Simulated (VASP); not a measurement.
# CdS (Greenockite) (P6_3mc) in VASP: notebook

The runs below take CdS (Greenockite) through single point, with LDA.

All numbers are computed with VASP 6.6.1; they aren't measurements. Logs are shortened: lines on timing, memory, paths and dates and some standing lists are left out, and cuts for length are marked.

### 1 The cell of the first run

Symmetry: P6_3mc, No. 186, hexagonal system. Conventional cell: a = 4.033 Å, b = 4.033 Å, c = 6.702 Å, α = 90.00°, β = 90.00°, γ = 120.00°. Cd (site symmetry 3m) has 4 S at 2.48 to 2.49 Å within 3.3 Å. S (site symmetry 3m) has 4 Cd at 2.48 to 2.49 Å within 3.3 Å.

### 2 Single point, LDA (film at in-plane strain -0.01)

Contents of INCAR:

```
PREC = Accurate ; ENCUT = 520
EDIFF = 1E-6 ; ISMEAR = 0
SIGMA = 0.01 ; LREAL = False
LASPH = True ; NELM = 80
ALGO = Normal ; ISIF = 2
LWAVE = False ; LCHARG = False
NBANDS = 26
```

Contents of KPOINTS:

```
Automatic mesh
0
Gamma
  6 6 4
```

Contents of POSCAR:

```
CdS
1.0
    4.0327736114      0.0000000000      0.0000000000
   -2.0163868057      3.4924843952      0.0000000000
    0.0000000000      0.0000000000      6.7024277599
Cd S
2 2
Direct
    0.3333333333      0.6666666667      0.0018275799
    0.6666666667      0.3333333333      0.5018275799
    0.3333333333      0.6666666667      0.3731724201
    0.6666666667      0.3333333333      0.8731724201
```

Potentials or basis: VASP PAW LDA potentials, release 64 (Cd, S).

Launch:

```
cat potpaw_LDA.64/Cd/POTCAR potpaw_LDA.64/S/POTCAR > POTCAR
mpirun -np 1 vasp_std > vasp.out
```

OUTCAR:

```text
PREC = Accurate
   ENCUT = 520
   EDIFF = 1E-6
   ISMEAR = 0
   LREAL = False
   LASPH = True
   NELM = 80
   ISIF = 2

 ion  position               nearest neighbor table
   1  0.333  0.667  0.002-   4 2.48   4 2.48   4 2.48   3 2.49
   2  0.667  0.333  0.502-   3 2.48   3 2.48   3 2.48   4 2.49
   3  0.333  0.667  0.373-   2 2.48   2 2.48   2 2.48   1 2.49
   4  0.667  0.333  0.873-   1 2.48   1 2.48   1 2.48   2 2.49

  LATTYP: Found a hexagonal cell.
 ALAT       =     4.0327736114
 C/A-ratio  =     1.6619895897

  Lattice vectors:

 A1 = (   4.0327736114,   0.0000000000,   0.0000000000)
 A2 = (  -2.0163868057,   3.4924843952,   0.0000000000)
 A3 = (   0.0000000000,   0.0000000000,   6.7024277599)

Analysis of symmetry for initial positions (statically):
=====================================================================
 Subroutine PRICEL returns:
 Original cell was already a primitive cell.

 Routine SETGRP: Setting up the symmetry group for a
 hexagonal supercell.

 Subroutine GETGRP returns: Found 12 space group operations
 (whereof  6 operations were pure point group operations)
 out of a pool of 24 trial point group operations.

The static configuration has the point symmetry C_3v.
 The point group associated with its full space group is C_6v.

Analysis of symmetry for dynamics (positions and initial velocities):
=====================================================================
 Subroutine PRICEL returns:
 Original cell was already a primitive cell.

 Routine SETGRP: Setting up the symmetry group for a
 hexagonal supercell.

 Subroutine GETGRP returns: Found 12 space group operations
 (whereof  6 operations were pure point group operations)
 out of a pool of 24 trial point group operations.

The dynamic configuration has the point symmetry C_3v.
 The point group associated with its full space group is C_6v.

 Subroutine INISYM returns: Found 12 space group operations
 (whereof  6 operations are pure point group operations),
 and found     1 'primitive' translations

----------------------------------------------------------------------------------------

                                     Primitive cell

  volume of cell :      94.3997

  direct lattice vectors                    reciprocal lattice vectors
     4.032773611  0.000000000  0.000000000     0.247968296  0.143164562  0.000000000
    -2.016386806  3.492484395  0.000000000     0.000000000  0.286329125  0.000000000
     0.000000000  0.000000000  6.702427760     0.000000000  0.000000000  0.149199669

  length of vectors
     4.032773611  4.032773611  6.702427760     0.286329125  0.286329125  0.149199669

  position of ions in fractional coordinates (direct lattice)
     0.333333333  0.666666667  0.001827580
     0.666666667  0.333333333  0.501827580
     0.333333333  0.666666667  0.373172420
     0.666666667  0.333333333  0.873172420

  ion indices of the primitive-cell ions
   primitive index   ion index
                 1           1
                 2           2
                 3           3
                 4           4

----------------------------------------------------------------------------------------

 KPOINTS: Automatic mesh

Automatic generation of k-mesh.
 Grid dimensions read from file:
 generate k-points for:    6    6    4

 Generating k-lattice:

  Cartesian coordinates                     Fractional coordinates (reciprocal lattice)
     0.041328049  0.023860760  0.000000000     0.166666667  0.000000000  0.000000000
     0.000000000  0.047721521  0.000000000     0.000000000  0.166666667  0.000000000
     0.000000000  0.000000000  0.037299917     0.000000000  0.000000000  0.250000000

  Length of vectors
     0.047721521  0.047721521  0.037299917

  Shift w.r.t. Gamma in fractional coordinates (k-lattice)
     0.000000000  0.000000000  0.000000000

 Subroutine IBZKPT returns following result:
 ===========================================

 Found     21 irreducible k-points:

 Following reciprocal coordinates:
            Coordinates               Weight
  0.000000  0.000000  0.000000      1.000000
  0.166667 -0.000000  0.000000      6.000000
  0.333333  0.000000  0.000000      6.000000
  0.500000 -0.000000  0.000000      3.000000
  0.166667  0.166667  0.000000      6.000000
  0.333333  0.166667  0.000000     12.000000
[... 13 lines left out ...]
  0.333333  0.166667  0.500000     12.000000
  0.333333  0.333333  0.500000      2.000000
   k-points           NKPTS =     21   k-points in BZ     NKDIM =     21   number of bands    NBANDS=     26
   number of dos      NEDOS =    301   number of ions     NIONS =      4
   total plane-waves  NPLWV =  45000
   dimension x,y,z NGX =    30 NGY =   30 NGZ =   50
   dimension x,y,z NGXF=    60 NGYF=   60 NGZF=  100
   ions per type =               2   2
   NGX,Y,Z   is equivalent  to a cutoff of  12.37, 12.37, 12.40 a.u.
   NGXF,Y,Z  is equivalent  to a cutoff of  24.73, 24.73, 24.80 a.u.
 SYSTEM =  unknown system
   PREC   = accura    normal or accurate (medium, high low for compatibility)
   ISTART =      0    job   : 0-new  1-cont  2-samecut
   ICHARG =      2    charge: 1-file 2-atom 10-const
   ISPIN  =      1    spin polarized calculation?
   LNONCOLLINEAR =      F non collinear calculations
   LSORBIT =      F    spin-orbit coupling
   LASPH  =      T    aspherical Exc in radial PAW
   ENCUT  =  520.0 eV  38.22 Ry    6.18 a.u.   7.50  7.50 12.46*2*pi/ulx,y,z
   NELM   =     80;   NELMIN=  2; NELMDL= -5     # of ELM steps
   EDIFF  = 0.1E-05   stopping-criterion for ELM
   LREAL  =      F    real-space projection
   EDIFFG = 0.1E-04   stopping-criterion for IOM
   NSW    =      0    number of steps for IOM
   IBRION =     -1    ionic relax: 0-MD 1-quasi-New 2-CG
   NFREE  =      0    steps in history (QN), initial steepest desc. (CG)
   ISIF   =      2    stress and relaxation
   ISYM   =      2    0-nonsym 1-usesym 2-fastsym
   POTIM  = 0.5000    time-step for ionic-motion
   TEBEG  =    0.0;   TEEND  =   0.0 temperature during run
   PSTRESS=    0.0 pullay stress
   NELECT =      36.0000    total number of electrons
   NUPDOWN=      -1.0000    fix difference up-down
   EMIN   =  10.00;   EMAX   =-10.00  energy-range for DOS
   EFERMI =   0.00;   METHOD = LEGACY
   ISMEAR =     0;   SIGMA  =   0.01  broadening in eV -4-tet -1-fermi 0-gaus
   EFERMI_NEDOS =   21; number of points for ismear=-14 and -15
   IALGO  =     38    algorithm
   IMIX   =      4    mixing-type and parameters
     AMIX     =   0.40;   BMIX     =  1.00
     AMIX_MAG =   1.60;   BMIX_MAG =  1.00
  volume/ion in A,a.u.               =      23.60       159.26
  Fermi-wavevector in a.u.,A,eV,Ry     =   1.187186  2.243457 19.176202  1.409411
  Thomas-Fermi vector in A             =   2.323343
   LORBIT       =      0    0 simple, 1 ext, 2 COOP (PROOUT), +10 PAW based schemes
   GGA     = CA    functional components
   LHFCALC =     F    Hartree Fock is set to
   AEXX    =    0.0000 exact exchange contribution
   IVDW    =     0    specifies the selected vdW correction
   LEPSILON=     F    determine dielectric tensor
   LRPA    =     F    only Hartree local field effects (RPA)
 non-spin polarized calculation
 Gauss-broadening in eV      SIGMA  =   0.01
  energy-cutoff  :      520.00
  volume of cell :       94.40
 maximum number of plane-waves:      2569
 NGX is ok and might be reduce to    30
   NGX = 15   NGY = 15   NGZ = 25

 number of electron      36.0000013 magnetization

 Free energy of the ion-electron system (eV)
  ---------------------------------------------------
  ext. energy  EPLUGINS =         0.00000000
  ---------------------------------------------------
  free energy    TOTEN  =       -14.80488231 eV

  energy without entropy =      -14.80488231  energy(sigma->0) =      -14.80488231

 E-fermi :   1.6765     XC(G=0):  -9.8105

 val. band max:        1.6069376974   @ k =   0.0000   0.0000   0.0000
 cond. band min:       2.6409541010   @ k =   0.0000   0.0000   0.0000
 fundamental gap:      1.0340164036
 Fermi energy:         1.6764702078

 k-point     1 :       0.0000    0.0000    0.0000
  band No.  band energies     occupation
      1     -11.1028      2.00000
      2     -10.6145      2.00000
      3      -6.4023      2.00000
      4      -6.3703      2.00000
      5      -6.3703      2.00000
      6      -6.2726      2.00000
[... 18 lines left out ...]
     25       9.1139      0.00000
     26       9.1139      0.00000

 k-point     2 :       0.1667   -0.0000    0.0000
  band No.  band energies     occupation
      1     -10.9911      2.00000
      2     -10.5649      2.00000
      3      -6.3590      2.00000
      4      -6.3284      2.00000
      5      -6.3052      2.00000
      6      -6.2201      2.00000
[... 18 lines left out ...]
     25       8.9736      0.00000
     26       9.7239      0.00000

 k-point     3 :       0.3333    0.0000    0.0000
  band No.  band energies     occupation
      1     -10.7503      2.00000
      2     -10.4804      2.00000
      3      -6.2927      2.00000
      4      -6.2670      2.00000
      5      -6.1496      2.00000
      6      -6.0845      2.00000
[... 18 lines left out ...]
     25       9.6786      0.00000
     26      10.4167      0.00000

 k-point     4 :       0.5000   -0.0000    0.0000
  band No.  band energies     occupation
      1     -10.6095      2.00000
      2     -10.4579      2.00000
      3      -6.2752      2.00000
      4      -6.2499      2.00000
      5      -6.0538      2.00000
      6      -6.0261      2.00000
[... 18 lines left out ...]
     25       9.6410      0.00000
     26      11.8849      0.00000
[... 409 lines left out ...]
      1     -10.6476      2.00000
      2     -10.6476      2.00000
      3      -6.2354      2.00000
      4      -6.2354      2.00000
      5      -6.2024      2.00000
      6      -6.2024      2.00000
[... 18 lines left out ...]
     25       9.4671      0.00000
     26       9.4671      0.00000

 k-point    20 :       0.3333    0.1667    0.5000
  band No.  band energies     occupation
      1     -10.5239      2.00000
      2     -10.5239      2.00000
      3      -6.2090      2.00000
      4      -6.2090      2.00000
      5      -6.1488      2.00000
      6      -6.1488      2.00000
[... 18 lines left out ...]
     25       9.9959      0.00000
     26       9.9959      0.00000

 k-point    21 :       0.3333    0.3333    0.5000
  band No.  band energies     occupation
      1     -10.4844      2.00000
      2     -10.4844      2.00000
      3      -6.1651      2.00000
      4      -6.1651      2.00000
      5      -6.1585      2.00000
      6      -6.1585      2.00000
[... 18 lines left out ...]
     25      10.7492      0.00000
     26      10.7492      0.00000

------------------------ aborting loop because EDIFF is reached ----------------------------------------

  FORCE on cell =-STRESS in cart. coord.  units (eV):
  Direction    XX          YY          ZZ          XY          YZ          ZX
  --------------------------------------------------------------------------------------
  -------------------------------------------------------------------------------------
  Total        0.9482158      0.9482158      0.3251148      0.0000000      0.0000000      0.0000000
  in kB       16.0933820     16.0933820      5.5179388      0.0000000      0.0000000      0.0000000
  external PRESSURE =      12.5682343 kB  Pullay stress =       0.0000000 kB

 VOLUME and BASIS-vectors are now :
 -----------------------------------------------------------------------------
  energy-cutoff  :      520.00
  volume of cell :       94.40
      direct lattice vectors                 reciprocal lattice vectors
     4.032773611  0.000000000  0.000000000     0.247968296  0.143164562  0.000000000
    -2.016386806  3.492484395  0.000000000     0.000000000  0.286329125  0.000000000
     0.000000000  0.000000000  6.702427760     0.000000000  0.000000000  0.149199669

 POSITION                                       TOTAL-FORCE (eV/Angst)
 -----------------------------------------------------------------------------------
     -0.00000      2.32832      0.01225        -0.000000      0.000000      0.004048
      2.01639      1.16416      3.36346         0.000000     -0.000000      0.004048
     -0.00000      2.32832      2.50116        -0.000000      0.000000     -0.004048
      2.01639      1.16416      5.85238         0.000000     -0.000000     -0.004048
 -----------------------------------------------------------------------------------
    total drift:                               -0.000000      0.000000      0.000402

  FREE ENERGIE OF THE ION-ELECTRON SYSTEM (eV)
  ---------------------------------------------------
  free  energy   TOTEN  =       -14.8048823082 eV

  energy  without entropy=      -14.8048823082  energy(sigma->0) =      -14.80488231
```

Run time: 62 s. Hardware: 1 thread of Intel Xeon Platinum 8259CL at 2.50GHz (Skylake/Cascade Lake), shared host; peak memory 0.19 GiB.

What came out:

```yaml
Free_energy: -14.8049 eV
Pressure: 1.3 GPa
Largest_force: 0.004 eV/Å
Band_gap_on_the_k_mesh: 1.03 eV, direct
```

Forces in eV/Å, atoms in the order of the input:
```
Cd   0.000  0.000  0.004
Cd   0.000  0.000  0.004
S    0.000  0.000 -0.004
S    0.000  0.000 -0.004
```

Levels at points of the mesh, in eV from the valence-band top:
```
           k point  band 16  band 17  band 18  band 19  band 20  band 21
(0.00, 0.00, 0.00)    -0.13     0.00     0.00     1.03     2.77     6.35
(0.50, 0.00, 0.00)    -2.08    -1.56    -0.84     3.58     3.73     4.75
(0.00, 0.00, 0.50)    -0.43    -0.43    -0.43     2.77     2.77     5.96
(0.50, 0.00, 0.50)    -1.60    -1.50    -1.50     3.19     3.19     5.21
```

Caveat: the cell differs from its parent crystal (film at in-plane strain -0.01).

### 3 Single point, LDA (in-plane strain -0.005, then relaxed in part)

Contents of INCAR:

```
SYSTEM = CdS
ALGO     = Normal         ! electronic algorithm
EDIFF    = 1E-6           ! SCF threshold, eV
ENCUT    = 520            ! plane-wave cutoff, eV
GGA      = CA             ! functional
ISIF     = 2              ! what is computed and relaxed
ISMEAR   = 0              ! smearing method
LASPH    = .TRUE.         ! aspherical terms in the spheres
LCHARG   = .FALSE.        ! write CHGCAR
LREAL    = .FALSE.        ! projectors in reciprocal space
LWAVE    = .FALSE.        ! write WAVECAR
NBANDS   = 26             ! bands
NELM     = 80             ! most SCF steps
PREC     = Accurate       ! precision mode
SIGMA    = 0.01           ! smearing width, eV
```

Contents of KPOINTS:

```
k-points
0
G
  6 6 4
  0 0 0
```

Contents of POSCAR:

```
CdS
1.0
    4.0531411549      0.0000000000      0.0000000000
   -2.0265705775      3.5101232053      0.0000000000
    0.0000000000      0.0000000000      6.6697961214
Cd S
2 2
Direct
    0.3333333333      0.6666666667      0.0006451906
    0.6666666667      0.3333333333      0.5006451906
    0.3333333333      0.6666666667      0.3743548094
    0.6666666667      0.3333333333      0.8743548094
```

Potentials or basis: VASP PAW LDA potentials, release 64 (Cd, S).

Launch:

```
cat potpaw_LDA.64/Cd/POTCAR potpaw_LDA.64/S/POTCAR > POTCAR
mpirun -np 1 vasp_std > vasp.out
```

Run time: 78 s. Hardware: 1 thread of Intel Xeon Platinum 8259CL at 2.50GHz (Skylake/Cascade Lake), shared host; peak memory 0.19 GiB.

The run converged. Its results:

| Property | Result |
| --- | --- |
| Free energy | -14.8112 eV |
| Pressure | 0.9 GPa |
| Band gap on the k mesh | 1.05 eV, direct |

Forces in eV/Å, atoms in the order of the input:
```
Cd   0.000  0.000  0.003
Cd   0.000  0.000  0.003
S    0.000  0.000 -0.003
S    0.000  0.000 -0.003
```

Stress tensor (GPa, compression positive):
```
1.10 0.00 0.00
0.00 1.10 0.00
0.00 0.00 0.57
```

Levels at points of the mesh, in eV from the valence-band top:
```csv
k point,band 15,band 16,band 17,band 18,band 19,band 20,band 21,band 22
"(0.00, 0.00, 0.00)",-0.83,-0.10,0.00,0.00,1.05,2.70,6.32,6.32
"(0.50, 0.00, 0.00)",-2.97,-2.07,-1.51,-0.84,3.60,3.70,4.81,6.31
"(0.00, 0.00, 0.50)",-0.43,-0.43,-0.43,-0.43,2.75,2.75,5.99,5.99
"(0.50, 0.00, 0.50)",-1.54,-1.54,-1.49,-1.49,3.23,3.23,5.21,5.21
```

Caveat: the cell differs from its parent crystal (in-plane strain -0.005, then relaxed in part).

(Part 1 of 2 ends here.)
